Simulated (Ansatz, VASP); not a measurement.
TaMo4 in VASP and in Ansatz

The input INCAR:

```
SYSTEM = TaMo4
ALGO = Fast
EDIFF = 1E-6
ENCUT = 520
GGA = PE
ISIF = 2
ISMEAR = 0
ISPIN = 2
LASPH = .True.
LCHARG = .True.
LELF = .True.
LMAXMIX = 4
LORBIT = 11
LREAL = .False.
LVHAR = .True.
LWAVE = .False.
MAGMOM = 0 1 1 1 1
NBANDS = 46
NELM = 150
PREC = Accurate
SIGMA = 0.1
```

The input KPOINTS:

```
k-points
0
Gamma
  4 4 6
  0 0 0
```

File POSCAR:

```
TaMo4
1.0
    5.9636777050      0.0000000000      0.0000000000
    0.0000000000      5.9636777050      0.0000000000
    0.0000000000      0.0000000000      2.6186359357
Ta Mo
1 4
Direct
    0.0000000000      0.0000000000      0.5000000000
    0.1988783524      0.5000000000      0.5000000000
    0.8011216476      0.5000000000      0.5000000000
    0.5000000000      0.8011216476      0.5000000000
    0.5000000000      0.1988783524      0.5000000000
```

Input for Ansatz:

```yaml
crystal:
  lattice:
    - [5.963677705, 0.0, 0.0]
    - [0.0, 5.963677705, 0.0]
    - [0.0, 0.0, 2.6186359357]
  atoms:
    - { symbol: Ta, position: [0.0, 0.0, 0.5] }
    - { symbol: Mo, position: [0.1988783524, 0.5, 0.5], spin: 1.0 }
    - { symbol: Mo, position: [0.8011216476, 0.5, 0.5], spin: 1.0 }
    - { symbol: Mo, position: [0.5, 0.8011216476, 0.5], spin: 1.0 }
    - { symbol: Mo, position: [0.5, 0.1988783524, 0.5], spin: 1.0 }
basis:
  ecutwfc: 420
kpoints:
  mp_grid: { grid: [4, 4, 6] }
hamiltonian:
  xc: pbe
scf:
  occupations: { method: gaussian, width: 0.1 }
  lower_state_search: "off"
output:
  forces: true
  stress: true
  eigenvalues: true
  populations: true
magnetization:
  spin_polarized: true
```

Alike in both runs: task single point; functional PBE; k mesh 4 × 4 × 6; occupations gaussian, width 0.1 eV; collinear spin.

|  | VASP | Ansatz |
| --- | --- | --- |
| version | VASP 6.6.1 | Ansatz 0.2.0 |
| potentials or method | VASP PAW PBE potentials, release 64 (Ta_pv, Mo_sv), cutoff 520 eV | scalar-relativistic, plane waves, PAW |
| valence electrons in the cell | 67 | 69 |

Ansatz gave:

| Item | Value |
| --- | --- |
| gap on the k mesh at the Fermi level (eV) | none |
| pressure (GPa) | -0.1 |
| traceless stress, the component that is largest in VASP (GPa) | 0.00 |
| rms of the force components (eV/Å) | 0.019 |
| net moment per atom (μB) | 0.00 |

What did VASP give for the same quantities?

gap on the k mesh at the Fermi level (eV): none; pressure (GPa): 0.4; traceless stress, the component that is largest in VASP (GPa): -0.11; rms of the force components (eV/Å): 0.002; net moment per atom (μB): 0.00.

Atom by atom the forces differ by 0.017 eV/Å (rms over components). A gap of «none» marks a metal or a gap that the smearing closes. VASP's potentials hold 67 valence electrons a cell and Ansatz's 69, so a difference there can come from the potentials and not from the codes. Ansatz's warnings: seeded moment not kept.

The k mesh is coarse, so the values compare programs but aren't converged. Neither program's run includes spin-orbit coupling.
